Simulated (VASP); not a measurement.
# TaN (P1) in VASP: single point with PBEsol

Aim: the single point of TaN with PBEsol.

Everything below comes from runs of VASP 6.6.1. Logs are shortened: lines on timing, memory, paths and dates and some standing lists are left out, and cuts for length are marked.

### 1 The cell of the first run

The typed cell holds 8 atoms: a = 3.122 Å, b = 3.122 Å, c = 12.512 Å, α = 76.78°, β = 78.00°, γ = 60.00°.

### 2 Single point, PBEsol

INCAR reads:

```
SYSTEM = TaN
ALGO = Fast ; EDIFF = 1E-6
ENCUT = 520 ; GGA = PS
ISIF = 2 ; ISMEAR = 0
LASPH = .True. ; LCHARG = .False.
LREAL = .False. ; LWAVE = .False.
NBANDS = 42 ; NELM = 100
PREC = Accurate ; SIGMA = 0.15
```

KPOINTS reads:

```
k-points
0
Gamma
  14 14 4
  0 0 0
```

POSCAR reads:

```
TaN
1.0
   -3.1222862254      0.0000000000      0.0000000000
   -1.5611431127     -2.7039791891      0.0000000000
   -2.6019051878     -1.8026527927     12.1049231048
Ta N
4 4
Direct
   -0.1260639563     -0.2791963861      0.9187945792
    0.1239360437      0.0541369472      0.4187945792
    0.5822693771      0.5541369472      0.1687945792
    0.3322693771      0.2208036139      0.6687945792
    0.2927306229      0.2791963861      0.0812054208
    0.0427306229     -0.0541369472      0.5812054208
    0.5010639563      0.4458630528      0.3312054208
    0.2510639563      0.1125297195      0.8312054208
```

Potentials or basis: VASP PAW PBE potentials, release 64 (Ta_pv, N).

Launch:

```bash
> cat potpaw_PBE.64/Ta_pv/POTCAR potpaw_PBE.64/N/POTCAR > POTCAR
> mpirun -np 1 vasp_std > vasp.out
```

OUTCAR:

```text
SYSTEM = TaN
   EDIFF = 1E-6
   ENCUT = 520
   GGA = PS
   ISIF = 2
   ISMEAR = 0
   LASPH = .True.
   LREAL = .False.
   NELM = 100
   PREC = Accurate

 ion  position               nearest neighbor table
   1  0.874  0.721  0.919-   8 2.09   8 2.09   8 2.09   5 2.40   3 3.07   4 3.52   4 3.52   4 3.52

   2  0.124  0.054  0.419-   6 1.97   7 2.09   7 2.09   7 2.09   3 3.52   4 3.52   4 3.52   3 3.52
                             3 3.52   4 3.52
   3  0.582  0.554  0.169-   7 1.97   5 2.09   5 2.09   5 2.09   1 3.07   2 3.52   2 3.52   2 3.52

   4  0.332  0.221  0.669-   8 1.97   6 2.09   6 2.09   6 2.09   1 3.52   2 3.52   2 3.52   1 3.52
                             1 3.52   2 3.52
   5  0.293  0.279  0.081-   3 2.09   3 2.09   3 2.09   1 2.40
   6  0.043  0.946  0.581-   2 1.97   4 2.09   4 2.09   4 2.09
   7  0.501  0.446  0.331-   3 1.97   2 2.09   2 2.09   2 2.09
   8  0.251  0.113  0.831-   4 1.97   1 2.09   1 2.09   1 2.09

  LATTYP: Found a triclinic cell.
 ALAT       =     5.4079583782
 B/A-ratio  =     0.5773502692
 C/A-ratio  =     2.6494312783
 COS(alpha) =     0.0181595661
 COS(beta)  =     0.2830796202
 COS(gamma) =     0.8660254038

  Lattice vectors:

 A1 = (  -4.6834293381,   2.7039791891,   0.0000000000)
 A2 = (  -1.5611431127,   2.7039791891,   0.0000000000)
 A3 = (  -6.7649534884,  -3.6053055855, -12.1049231048)

Analysis of symmetry for initial positions (statically):
=====================================================================
 Subroutine PRICEL returns:
 Original cell was already a primitive cell.

 Routine SETGRP: Setting up the symmetry group for a
 triclinic supercell.

 Subroutine GETGRP returns: Found  1 space group operations
 (whereof  1 operations were pure point group operations)
 out of a pool of  2 trial point group operations.

The static configuration has the point symmetry C_1 .

Analysis of symmetry for dynamics (positions and initial velocities):
=====================================================================
 Subroutine PRICEL returns:
 Original cell was already a primitive cell.

 Routine SETGRP: Setting up the symmetry group for a
 triclinic supercell.

 Subroutine GETGRP returns: Found  1 space group operations
 (whereof  1 operations were pure point group operations)
 out of a pool of  2 trial point group operations.

The dynamic configuration has the point symmetry C_1 .

 Subroutine INISYM returns: Found  1 space group operations
 (whereof  1 operations are pure point group operations),
 and found     1 'primitive' translations

----------------------------------------------------------------------------------------

                                     Primitive cell

  volume of cell :     102.1970

  direct lattice vectors                    reciprocal lattice vectors
    -3.122286225  0.000000000  0.000000000    -0.320278132  0.184912666 -0.041305508
    -1.561143113 -2.703979189  0.000000000     0.000000000 -0.369825332 -0.055074011
    -2.601905188 -1.802652793 12.104923105     0.000000000  0.000000000  0.082611016

  length of vectors
     3.122286225  3.122286225 12.511939541     0.372124873  0.373903627  0.082611016

  position of ions in fractional coordinates (direct lattice)
     0.873936044  0.720803614  0.918794579
     0.123936044  0.054136947  0.418794579
     0.582269377  0.554136947  0.168794579
     0.332269377  0.220803614  0.668794579
     0.292730623  0.279196386  0.081205421
     0.042730623  0.945863053  0.581205421
     0.501063956  0.445863053  0.331205421
     0.251063956  0.112529720  0.831205421

  ion indices of the primitive-cell ions
   primitive index   ion index
                 1           1
                 2           2
                 3           3
                 4           4
                 5           5
                 6           6
                 7           7
                 8           8

----------------------------------------------------------------------------------------

 KPOINTS: k-points

Automatic generation of k-mesh.
 Grid dimensions read from file:
 generate k-points for:   14   14    4

 Generating k-lattice:

  Cartesian coordinates                     Fractional coordinates (reciprocal lattice)
    -0.022877009  0.013208048 -0.002950393     0.071428571  0.000000000  0.000000000
     0.000000000 -0.026416095 -0.003933858     0.000000000  0.071428571  0.000000000
     0.000000000  0.000000000  0.020652754     0.000000000  0.000000000  0.250000000

  Length of vectors
     0.026580348  0.026707402  0.020652754

  Shift w.r.t. Gamma in fractional coordinates (k-lattice)
     0.000000000  0.000000000  0.000000000

 Subroutine IBZKPT returns following result:
 ===========================================

 Found    396 irreducible k-points:

 Following reciprocal coordinates:
            Coordinates               Weight
  0.000000  0.000000  0.000000      1.000000
  0.071429  0.000000 -0.000000      2.000000
  0.142857  0.000000 -0.000000      2.000000
  0.214286  0.000000 -0.000000      2.000000
  0.285714  0.000000  0.000000      2.000000
  0.357143  0.000000 -0.000000      2.000000
[... 16 lines left out ...]
  0.000000  0.142857  0.000000      2.000000
  0.071429  0.142857  0.000000      2.000000
 [... further k-points ...]
   k-points           NKPTS =    396   k-points in BZ     NKDIM =    396   number of bands    NBANDS=     42
   number of dos      NEDOS =    301   number of ions     NIONS =      8
   total plane-waves  NPLWV =  55296
   dimension x,y,z NGX =    24 NGY =   24 NGZ =   96
   dimension x,y,z NGXF=    48 NGYF=   48 NGZF=  192
   ions per type =               4   4
   NGX,Y,Z   is equivalent  to a cutoff of  12.78, 12.78, 12.76 a.u.
   NGXF,Y,Z  is equivalent  to a cutoff of  25.56, 25.56, 25.51 a.u.
 SYSTEM =  TaN
   PREC   = accura    normal or accurate (medium, high low for compatibility)
   ISTART =      0    job   : 0-new  1-cont  2-samecut
   ICHARG =      2    charge: 1-file 2-atom 10-const
   ISPIN  =      1    spin polarized calculation?
   LNONCOLLINEAR =      F non collinear calculations
   LSORBIT =      F    spin-orbit coupling
   LASPH  =      T    aspherical Exc in radial PAW
   ENCUT  =  520.0 eV  38.22 Ry    6.18 a.u.   5.81  5.81 23.26*2*pi/ulx,y,z
   NELM   =    100;   NELMIN=  2; NELMDL= -5     # of ELM steps
   EDIFF  = 0.1E-05   stopping-criterion for ELM
   LREAL  =      F    real-space projection
   EDIFFG = 0.1E-04   stopping-criterion for IOM
   NSW    =      0    number of steps for IOM
   IBRION =     -1    ionic relax: 0-MD 1-quasi-New 2-CG
   NFREE  =      0    steps in history (QN), initial steepest desc. (CG)
   ISIF   =      2    stress and relaxation
   ISYM   =      2    0-nonsym 1-usesym 2-fastsym
   POTIM  = 0.5000    time-step for ionic-motion
   TEBEG  =    0.0;   TEEND  =   0.0 temperature during run
   PSTRESS=    0.0 pullay stress
   NELECT =      64.0000    total number of electrons
   NUPDOWN=      -1.0000    fix difference up-down
   EMIN   =  10.00;   EMAX   =-10.00  energy-range for DOS
   EFERMI =   0.00;   METHOD = LEGACY
   ISMEAR =     0;   SIGMA  =   0.15  broadening in eV -4-tet -1-fermi 0-gaus
   EFERMI_NEDOS =   21; number of points for ismear=-14 and -15
   IALGO  =     68    algorithm
   IMIX   =      4    mixing-type and parameters
     AMIX     =   0.40;   BMIX     =  1.00
     AMIX_MAG =   1.60;   BMIX_MAG =  1.00
  volume/ion in A,a.u.               =      12.77        86.21
  Fermi-wavevector in a.u.,A,eV,Ry     =   1.400626  2.646799 26.691265  1.961753
  Thomas-Fermi vector in A             =   2.523568
   LORBIT       =      0    0 simple, 1 ext, 2 COOP (PROOUT), +10 PAW based schemes
   GGA     = PS    functional components
   LHFCALC =     F    Hartree Fock is set to
   AEXX    =    0.0000 exact exchange contribution
   IVDW    =     0    specifies the selected vdW correction
   LEPSILON=     F    determine dielectric tensor
   LRPA    =     F    only Hartree local field effects (RPA)
 non-spin polarized calculation
 RMM-DIIS sequential band-by-band and
 Gauss-broadening in eV      SIGMA  =   0.15
  energy-cutoff  :      520.00
  volume of cell :      102.20
 maximum number of plane-waves:      2774
   NGX = 11   NGY = 11   NGZ = 47

 number of electron      63.9999999 magnetization

 Free energy of the ion-electron system (eV)
  ---------------------------------------------------
  ext. energy  EPLUGINS =         0.00000000
  ---------------------------------------------------
  free energy    TOTEN  =       -90.80095301 eV

  energy without entropy =      -90.77127170  energy(sigma->0) =      -90.78611235

 E-fermi :   6.4776     XC(G=0): -12.4270

 val. band max:        6.4767703792   @ k =   0.0714  -0.0714   0.2500
 cond. band min:       6.4790861178   @ k =  -0.0714  -0.2143   0.2500
 fundamental gap:      0.0023157386
 Fermi energy:         6.4776003921

 k-point     1 :       0.0000    0.0000    0.0000
  band No.  band energies     occupation
      1     -29.1089      2.00000
      2     -28.8740      2.00000
      3     -28.7449      2.00000
      4     -28.6847      2.00000
      5     -28.6511      2.00000
      6     -28.5344      2.00000
[... 34 lines left out ...]
     41       9.1511      0.00000
     42       9.9833      0.00000

 k-point     2 :       0.0714    0.0000   -0.0000
  band No.  band energies     occupation
      1     -29.1022      2.00000
      2     -28.8694      2.00000
      3     -28.7428      2.00000
      4     -28.6915      2.00000
      5     -28.6790      2.00000
      6     -28.5326      2.00000
[... 34 lines left out ...]
     41       9.0675      0.00000
     42      10.0709      0.00000

 k-point     3 :       0.1429    0.0000   -0.0000
  band No.  band energies     occupation
      1     -29.0835      2.00000
      2     -28.8571      2.00000
      3     -28.7754      2.00000
      4     -28.7192      2.00000
      5     -28.7094      2.00000
      6     -28.5281      2.00000
[... 897 lines left out ...]
      4     -28.7230      2.00000
      5     -28.6846      2.00000
      6     -28.5280      2.00000
[... 34 lines left out ...]
     41       9.3579      0.00000
     42      10.1982      0.00000

 k-point    24 :       0.0714    0.1429    0.0000
  band No.  band energies     occupation
      1     -29.0899      2.00000
      2     -28.8642      2.00000
      3     -28.7772      2.00000
      4     -28.7213      2.00000
      5     -28.6716      2.00000
      6     -28.5306      2.00000
[... 34 lines left out ...]
     41       9.3772      0.00000
     42      10.2072      0.00000

 [... further k-points ...]

------------------------ aborting loop because EDIFF is reached ----------------------------------------

  FORCE on cell =-STRESS in cart. coord.  units (eV):
  Direction    XX          YY          ZZ          XY          YZ          ZX
  --------------------------------------------------------------------------------------
  -------------------------------------------------------------------------------------
  Total       -2.6954748     -3.0617370     -0.8541481      0.8997531     -0.2930886      0.1599208
  in kB      -42.2578862    -47.9999051    -13.3907738     14.1057387     -4.5948516      2.5071326
  external PRESSURE =     -34.5495217 kB  Pullay stress =       0.0000000 kB

 VOLUME and BASIS-vectors are now :
 -----------------------------------------------------------------------------
  energy-cutoff  :      520.00
  volume of cell :      102.20
      direct lattice vectors                 reciprocal lattice vectors
    -3.122286225  0.000000000  0.000000000    -0.320278132  0.184912666 -0.041305508
    -1.561143113 -2.703979189  0.000000000     0.000000000 -0.369825332 -0.055074011
    -2.601905188 -1.802652793 12.104923105     0.000000000  0.000000000  0.082611016

 POSITION                                       TOTAL-FORCE (eV/Angst)
 -----------------------------------------------------------------------------------
     -6.24457     -3.60531     11.12194        -0.594678      0.224853      0.785976
     -1.56114     -0.90133      5.06948        -0.076326     -0.002193     -0.046622
     -3.12229     -1.80265      2.04325        -0.147114     -0.044591      0.632166
     -3.12229     -1.80265      8.09571        -0.014792     -0.008110     -0.060630
     -1.56114     -0.90133      0.98299         0.515505     -0.098519     -2.494445
     -3.12229     -3.60531      7.03545        -0.002045     -0.001022     -0.053775
     -3.12229     -1.80265      4.00922         0.060125     -0.007528      0.428664
     -3.12229     -1.80265     10.06168         0.259325     -0.062891      0.808665
 -----------------------------------------------------------------------------------
    total drift:                               -0.000119     -0.000198      0.000329

  FREE ENERGIE OF THE ION-ELECTRON SYSTEM (eV)
  ---------------------------------------------------
  free  energy   TOTEN  =       -90.8009530094 eV

  energy  without entropy=      -90.7712716976  energy(sigma->0) =      -90.78611235
```

Run time: 46 min. Hardware: 1 thread of Oxide Virtual Turin-like, shared host; peak memory 1.1 GiB.

What came out:

```yaml
Free_energy: -90.8010 eV
Pressure: -3.5 GPa
Largest_force: 2.549 eV/Å
Band_gap_on_the_k_mesh: zero (bands 32 and 33 overlap by 0.49 eV)
```

Forces in eV/Å, atoms in the order of the input:
```
Ta  -0.595  0.225  0.786
Ta  -0.076 -0.002 -0.047
Ta  -0.147 -0.045  0.632
Ta  -0.015 -0.008 -0.061
N    0.516 -0.099 -2.494
N   -0.002 -0.001 -0.054
N    0.060 -0.008  0.429
N    0.259 -0.063  0.809
```

Stress tensor (GPa, compression positive):
```
-4.23  1.41  0.25
 1.41 -4.80 -0.46
 0.25 -0.46 -1.34
```

Caveat: the cell stands under tension; the PAW data sets were made with another functional, which shifts forces and pressure a little; spin-orbit coupling is left out, which moves the levels of the heavy elements.
